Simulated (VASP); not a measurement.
# Hf (C2/c) in VASP: further runs

Hf is run at these levels: RPBE; tasks: single point.

All numbers are computed with VASP 6.6.1; they aren't measurements. Logs are shortened: lines on timing, memory, paths and dates and some standing lists are left out, and cuts for length are marked.

## Step 1: The cell of the first run

The typed cell holds 2 atoms: a = 5.545 Å, b = 5.545 Å, c = 3.234 Å, α = 90.01°, β = 90.01°, γ = 146.48°.

## Step 2: Single point, RPBE (volume scaled by 1.12)

The input, INCAR:

```
PREC = Accurate
ENCUT = 520
EDIFF = 1E-6
ISMEAR = -1
SIGMA = 0.1
LREAL = False
LASPH = True
NELM = 80
ALGO = Normal
ISIF = 2
LWAVE = False
LCHARG = False
GGA = RP
NBANDS = 17
```

The input, KPOINTS:

```
Automatic mesh
0
Gamma
  12 12 11
```

The input, POSCAR:

```
Hf
1.0
   -3.5149298160      3.9935104903      1.5626636638
    3.9935104903     -3.5149298160      1.5626636638
    2.2347749348      2.2347749348     -0.6861422824
Hf
2
Direct
    0.0203994554      0.9796005446      0.0000000000
    0.7296005446      0.2703994554      0.5000000000
```

Potentials or basis: VASP PAW PBE potentials, release 64 (Hf_pv).

Run with:

```bash
$ cat potpaw_PBE.64/Hf_pv/POTCAR > POTCAR
$ mpirun -np 1 vasp_std > vasp.out
```

OUTCAR:

```text
PREC = Accurate
   ENCUT = 520
   EDIFF = 1E-6
   ISMEAR = -1
   LREAL = False
   LASPH = True
   NELM = 80
   ISIF = 2
   GGA = RP

 ion  position               nearest neighbor table
   1  0.020  0.980  0.000-   2 3.18   2 3.18   2 3.18   2 3.18   2 3.49   2 3.49
   2  0.730  0.270  0.500-   1 3.18   1 3.18   1 3.18   1 3.18   1 3.49   1 3.49

  LATTYP: Found a base centered monoclinic cell.
 ALAT       =     3.1977726355
 B/A-ratio  =     3.3206044719
 C/A-ratio  =     1.0113518176
 COS(beta)  =    -0.0005201241

  Lattice vectors:

 A1 = (  -3.5149298160,   3.9935104903,   1.5626636638)
 A2 = (   3.9935104903,  -3.5149298160,   1.5626636638)
 A3 = (   2.2347749348,   2.2347749348,  -0.6861422824)

Analysis of symmetry for initial positions (statically):
=====================================================================
 Subroutine PRICEL returns:
 Original cell was already a primitive cell.

 Routine SETGRP: Setting up the symmetry group for a
 base centered monoclinic supercell.

 Subroutine GETGRP returns: Found  4 space group operations
 (whereof  2 operations were pure point group operations)
 out of a pool of  4 trial point group operations.

The static configuration has the point symmetry C_2 .
 The point group associated with its full space group is C_2h.

Analysis of symmetry for dynamics (positions and initial velocities):
=====================================================================
 Subroutine PRICEL returns:
 Original cell was already a primitive cell.

 Routine SETGRP: Setting up the symmetry group for a
 base centered monoclinic supercell.

 Subroutine GETGRP returns: Found  4 space group operations
 (whereof  2 operations were pure point group operations)
 out of a pool of  4 trial point group operations.

The dynamic configuration has the point symmetry C_2 .
 The point group associated with its full space group is C_2h.

 Subroutine INISYM returns: Found  4 space group operations
 (whereof  2 operations are pure point group operations),
 and found     1 'primitive' translations

----------------------------------------------------------------------------------------

                                     Primitive cell

  volume of cell :      54.9076

  direct lattice vectors                    reciprocal lattice vectors
    -3.514929816  3.993510490  1.562663664    -0.019677795  0.113505657  0.305598646
     3.993510490 -3.514929816  1.562663664     0.113505657 -0.019677795  0.305598646
     2.234774935  2.234774935 -0.686142282     0.213689483  0.213689483 -0.065444445

  length of vectors
     5.544797145  5.544797145  3.234073167     0.326590389  0.326590389  0.309207641

  position of ions in fractional coordinates (direct lattice)
     0.020399455  0.979600545  0.000000000
     0.729600545  0.270399455  0.500000000

  ion indices of the primitive-cell ions
   primitive index   ion index
                 1           1
                 2           2

----------------------------------------------------------------------------------------

 KPOINTS: Automatic mesh

Automatic generation of k-mesh.
 Grid dimensions read from file:
 generate k-points for:   12   12   11

 Generating k-lattice:

  Cartesian coordinates                     Fractional coordinates (reciprocal lattice)
    -0.001639816  0.009458805  0.025466554     0.083333333 -0.000000000  0.000000000
     0.009458805 -0.001639816  0.025466554    -0.000000000  0.083333333  0.000000000
     0.019426317  0.019426317 -0.005949495     0.000000000  0.000000000  0.090909091

  Length of vectors
     0.027215866  0.027215866  0.028109786

  Shift w.r.t. Gamma in fractional coordinates (k-lattice)
     0.000000000  0.000000000  0.000000000

 Subroutine IBZKPT returns following result:
 ===========================================

 Found    433 irreducible k-points:

 Following reciprocal coordinates:
            Coordinates               Weight
  0.000000  0.000000  0.000000      1.000000
  0.083333  0.000000 -0.000000      4.000000
  0.166667  0.000000 -0.000000      4.000000
  0.250000  0.000000  0.000000      4.000000
  0.333333  0.000000 -0.000000      4.000000
  0.416667  0.000000 -0.000000      4.000000
[... 16 lines left out ...]
  0.500000  0.166667 -0.000000      4.000000
 -0.416667  0.166667 -0.000000      4.000000
 [... further k-points ...]
   k-points           NKPTS =    433   k-points in BZ     NKDIM =    433   number of bands    NBANDS=     17
   number of dos      NEDOS =    301   number of ions     NIONS =      2
   total plane-waves  NPLWV =  42336
   dimension x,y,z NGX =    42 NGY =   42 NGZ =   24
   dimension x,y,z NGXF=    84 NGYF=   84 NGZF=   48
   ions per type =               2
   NGX,Y,Z   is equivalent  to a cutoff of  12.59, 12.59, 12.34 a.u.
   NGXF,Y,Z  is equivalent  to a cutoff of  25.19, 25.19, 24.67 a.u.
 SYSTEM =  unknown system
   PREC   = accura    normal or accurate (medium, high low for compatibility)
   ISTART =      0    job   : 0-new  1-cont  2-samecut
   ICHARG =      2    charge: 1-file 2-atom 10-const
   ISPIN  =      1    spin polarized calculation?
   LNONCOLLINEAR =      F non collinear calculations
   LSORBIT =      F    spin-orbit coupling
   LASPH  =      T    aspherical Exc in radial PAW
   ENCUT  =  520.0 eV  38.22 Ry    6.18 a.u.  10.31 10.31  6.01*2*pi/ulx,y,z
   NELM   =     80;   NELMIN=  2; NELMDL= -5     # of ELM steps
   EDIFF  = 0.1E-05   stopping-criterion for ELM
   LREAL  =      F    real-space projection
   EDIFFG = 0.1E-04   stopping-criterion for IOM
   NSW    =      0    number of steps for IOM
   IBRION =     -1    ionic relax: 0-MD 1-quasi-New 2-CG
   NFREE  =      0    steps in history (QN), initial steepest desc. (CG)
   ISIF   =      2    stress and relaxation
   ISYM   =      2    0-nonsym 1-usesym 2-fastsym
   POTIM  = 0.5000    time-step for ionic-motion
   TEBEG  =    0.0;   TEEND  =   0.0 temperature during run
   PSTRESS=    0.0 pullay stress
   NELECT =      20.0000    total number of electrons
   NUPDOWN=      -1.0000    fix difference up-down
   EMIN   =  10.00;   EMAX   =-10.00  energy-range for DOS
   EFERMI =   0.00;   METHOD = LEGACY
   ISMEAR =    -1;   SIGMA  =   0.10  broadening in eV -4-tet -1-fermi 0-gaus
   EFERMI_NEDOS =   21; number of points for ismear=-14 and -15
   IALGO  =     38    algorithm
   IMIX   =      4    mixing-type and parameters
     AMIX     =   0.40;   BMIX     =  1.00
     AMIX_MAG =   1.60;   BMIX_MAG =  1.00
  volume/ion in A,a.u.               =      27.45       185.27
  Fermi-wavevector in a.u.,A,eV,Ry     =   1.169160  2.209393 18.598297  1.366936
  Thomas-Fermi vector in A             =   2.305637
   LORBIT       =      0    0 simple, 1 ext, 2 COOP (PROOUT), +10 PAW based schemes
   GGA     = RP    functional components
   LHFCALC =     F    Hartree Fock is set to
   AEXX    =    0.0000 exact exchange contribution
   IVDW    =     0    specifies the selected vdW correction
   LEPSILON=     F    determine dielectric tensor
   LRPA    =     F    only Hartree local field effects (RPA)
 non-spin polarized calculation
  energy-cutoff  :      520.00
  volume of cell :       54.91
 maximum number of plane-waves:      1501
 NGX is ok and might be reduce to    42
   NGX = 21   NGY = 21   NGZ = 13

 number of electron      20.0000002 magnetization

 Free energy of the ion-electron system (eV)
  ---------------------------------------------------
  ext. energy  EPLUGINS =         0.00000000
  ---------------------------------------------------
  free energy    TOTEN  =       -18.44999155 eV

  energy without entropy =      -18.39948257  energy(sigma->0) =      -18.42473706

 E-fermi :   3.5599     XC(G=0): -10.2421

 val. band max:        3.5491384236   @ k =   0.5000   0.0000   0.1818
 cond. band min:       3.5701379452   @ k =  -0.3333   0.4167   0.3636
 fundamental gap:      0.0209995216
 Fermi energy:         3.5599023071

 k-point     1 :       0.0000    0.0000    0.0000
  band No.  band energies     occupation
      1     -27.5785      2.00000
      2     -27.2819      2.00000
      3     -27.2796      2.00000
      4     -27.1580      2.00000
      5     -27.1246      2.00000
      6     -27.1214      2.00000
[... 9 lines left out ...]
     16       7.8310      0.00000
     17       8.7509      0.00000

 k-point     2 :       0.0833    0.0000   -0.0000
  band No.  band energies     occupation
      1     -27.5726      2.00000
      2     -27.3106      2.00000
      3     -27.2771      2.00000
      4     -27.1822      2.00000
      5     -27.1220      2.00000
      6     -27.1216      2.00000
[... 9 lines left out ...]
     16       7.8712      0.00000
     17       8.4636      0.00000

 k-point     3 :       0.1667    0.0000   -0.0000
  band No.  band energies     occupation
      1     -27.5595      2.00000
      2     -27.3868      2.00000
      3     -27.2634      2.00000
      4     -27.2436      2.00000
      5     -27.1240      2.00000
      6     -27.1218      2.00000
[... 9 lines left out ...]
     16       7.9021      0.00000
     17       8.4444      0.00000

 k-point     4 :       0.2500    0.0000    0.0000
  band No.  band energies     occupation
      1     -27.5565      2.00000
      2     -27.4816      2.00000
      3     -27.3078      2.00000
      4     -27.2430      2.00000
      5     -27.1335      2.00000
      6     -27.1285      2.00000
[... 9 lines left out ...]
     16       7.4649      0.00000
     17       8.7862      0.00000
[... 343 lines left out ...]
      1     -27.6485      2.00000
      2     -27.6141      2.00000
      3     -27.2835      2.00000
      4     -27.2171      2.00000
      5     -27.1848      2.00000
      6     -27.1590      2.00000
[... 9 lines left out ...]
     16       7.6594      0.00000
     17       8.4106      0.00000

 k-point    23 :       0.5000    0.1667   -0.0000
  band No.  band energies     occupation
      1     -27.5887      2.00000
      2     -27.5591      2.00000
      3     -27.2983      2.00000
      4     -27.2086      2.00000
      5     -27.1994      2.00000
      6     -27.1470      2.00000
[... 9 lines left out ...]
     16       7.6773      0.00000
     17       8.4687      0.00000

 k-point    24 :      -0.4167    0.1667   -0.0000
  band No.  band energies     occupation
      1     -27.5254      2.00000
      2     -27.4903      2.00000
      3     -27.2900      2.00000
      4     -27.2332      2.00000
      5     -27.1760      2.00000
      6     -27.1384      2.00000
[... 9 lines left out ...]
     16       7.7452      0.00000
     17       8.3450      0.00000

 [... further k-points ...]
[... 5 lines left out ...]
  --------------------------------------------------------------------------------------
  -------------------------------------------------------------------------------------
  Total       -3.1697106     -3.1697106     -2.9230689      0.1054288      0.0245883      0.0245884
  in kB      -92.4907077    -92.4907077    -85.2938153      3.0763636      0.7174759      0.7174781
  external PRESSURE =     -90.0917435 kB  Pullay stress =       0.0000000 kB

 VOLUME and BASIS-vectors are now :
 -----------------------------------------------------------------------------
  energy-cutoff  :      520.00
  volume of cell :       54.91
      direct lattice vectors                 reciprocal lattice vectors
    -3.514929816  3.993510490  1.562663664    -0.019677795  0.113505657  0.305598646
     3.993510490 -3.514929816  1.562663664     0.113505657 -0.019677795  0.305598646
     2.234774935  2.234774935 -0.686142282     0.213689483  0.213689483 -0.065444445

 POSITION                                       TOTAL-FORCE (eV/Angst)
 -----------------------------------------------------------------------------------
      3.84034     -3.36176      1.56266        -0.422932      0.422932      0.000000
     -0.36726      3.08062      1.21959         0.422932     -0.422932     -0.000000
 -----------------------------------------------------------------------------------
    total drift:                                0.000000     -0.000000      0.000000

  FREE ENERGIE OF THE ION-ELECTRON SYSTEM (eV)
  ---------------------------------------------------
  free  energy   TOTEN  =       -18.4499915494 eV

  energy  without entropy=      -18.3994825678  energy(sigma->0) =      -18.42473706
```

Run time: 2.7 min. Hardware: 1 thread of Intel Xeon 6975P-C (Granite Rapids), shared host; peak memory 0.45 GiB.

What came out:

```yaml
Free_energy: -18.4500 eV
Pressure: -9.0 GPa
Largest_force: 0.598 eV/Å
Band_gap_on_the_k_mesh: zero (band 10 reaches 3.95 eV, above the bottom of band 11 at 3.03 eV)
```

Forces in eV/Å, atoms in the order of the input:
```
Hf  -0.423  0.423  0.000
Hf   0.423 -0.423  0.000
```

Levels at points of the mesh, in eV from the Fermi level:
| k point | band 7 | band 8 | band 9 | band 10 | band 11 | band 12 | band 13 | band 14 |
| --- | --- | --- | --- | --- | --- | --- | --- | --- |
| (0.00, 0.00, 0.00) | -6.51 | -2.93 | -1.48 | -0.13 | 0.41 | 1.54 | 2.51 | 2.83 |
| (0.50, 0.00, 0.00) | -3.24 | -2.45 | -1.15 | 0.31 | 0.72 | 1.05 | 1.71 | 1.75 |
| (0.50, 0.50, 0.00) | -5.22 | -4.34 | -1.59 | -0.77 | 0.20 | 1.87 | 2.48 | 2.54 |

Caveat: the PAW data sets were made with another functional, which shifts forces and pressure a little; spin-orbit coupling is left out, which moves the levels of the heavy elements.

(Continued in part 2 of 2.)
